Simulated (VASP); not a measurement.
## Si3N4: single point with PBE

Crystal: Si3N4.

```
CELL_PARAMETERS angstrom
7.45355 0.00000 0.00000
-3.72678 6.45496 0.00000
0.00000 0.00000 2.93192
ATOMIC_POSITIONS crystal
Si 0.23228 0.82739 0.75000
Si 0.40489 0.23228 0.25000
Si 0.82739 0.59511 0.25000
Si 0.17261 0.40489 0.75000
Si 0.59511 0.76772 0.75000
Si 0.76772 0.17261 0.25000
N 0.33333 0.66667 0.75000
N 0.66667 0.33333 0.25000
N 0.96864 0.67022 0.75000
N 0.29842 0.96864 0.25000
N 0.67022 0.70158 0.25000
N 0.32978 0.29842 0.75000
N 0.03136 0.32978 0.25000
N 0.70158 0.03136 0.75000
```

This cell differs from its parent crystal: epitaxial xy strain -2.0%.

```
Program             : VASP 6.6.1
Task                : single point
Functional          : PBE
Potentials or basis : VASP PAW PBE potentials, release 64 (Si, N)
Cutoff              : 520 eV
k mesh              : 6 × 6 × 8
Occupations         : fermi-dirac, width 0.02 eV
Spin                : no spin polarisation
```

| Item | Value |
| --- | --- |
| Pressure | 13.6 GPa |
| Largest force | 0.077 eV/Å |
| Band gap on the k mesh | 3.99 eV (least direct gap 4.35 eV) |

Forces in eV/Å, atoms in the order of the input:
```
Si   0.033  0.070  0.000
Si  -0.044  0.064  0.000
Si   0.077  0.006  0.000
Si  -0.077 -0.006  0.000
Si   0.044 -0.064  0.000
Si  -0.033 -0.070  0.000
N    0.000  0.000  0.000
N    0.000  0.000  0.000
N    0.009  0.012  0.000
N   -0.006  0.013  0.000
N    0.014 -0.002  0.000
N   -0.014  0.002  0.000
N   -0.009 -0.012  0.000
N    0.006 -0.013  0.000
```

Stress tensor (GPa, compression positive):
```
17.36  0.00  0.00
 0.00 17.36  0.00
 0.00  0.00  5.93
```

Levels at points of the mesh, in eV from the valence-band top:
```csv
k point,band 28,band 29,band 30,band 31,band 32,band 33,band 34,band 35,band 36,band 37
"(0.00, 0.00, 0.00)",-1.28,-1.28,-0.65,-0.36,-0.36,3.99,4.74,4.74,4.78,5.25
"(0.50, 0.00, 0.00)",-1.67,-1.37,-0.74,-0.50,-0.42,4.48,4.52,4.59,5.21,5.75
"(0.00, 0.00, 0.50)",-1.70,-1.70,-1.70,-1.36,-1.36,4.97,4.97,4.97,4.97,7.45
"(0.50, 0.00, 0.50)",-1.98,-1.56,-1.56,-1.06,-1.06,5.15,5.15,6.04,6.04,6.60
```

Wall time 2.2 min on 1 thread of Intel(R) Xeon(R) 6975P-C (Granite Rapids) (shared host), peak memory 0.36 GiB.

Caveat: the cell differs from its parent crystal (epitaxial xy strain -2.0%); the cell stands under pressure. A k mesh can miss the band edges.
